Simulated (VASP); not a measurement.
Runs of VASP 6.6.1 on TaN. The structure is that of space group R-3m (No. 166), or close to it. The cells are those of the table. 

```csv
cell,gap on the mesh (eV),pressure (GPa)
"a = 3.011 Å, angles 63.2°, 2 atoms",none,(a)
"a = 2.826 Å, angles 75.3°, 2 atoms",none,3.1
"a = 3.298 Å, angles 52.2°, 2 atoms",none,6.0
"a = 3.539 Å, angles 45.7°, 2 atoms",none,8.1
```

Alike in all rows: task single point; level PBEsol; potentials or basis VASP PAW PBE potentials, release 64 (Ta_sv_GW, N); no spin polarisation; k mesh 20 × 20 × 20; cutoff (eV) 600; smearing gaussian 0.15 eV.

**Question.** Fill in the values left out.

**Answer.** (a) 4.8.

Caveats: the cell stands under pressure; the PAW data sets were made with another functional, which shifts forces and pressure a little; spin-orbit coupling is left out, which moves the levels of the heavy elements.

A k mesh can miss the band edges, and the runs leave out spin-orbit coupling on Ta.

A gap of «none» marks levels without a gap at the run's occupations.
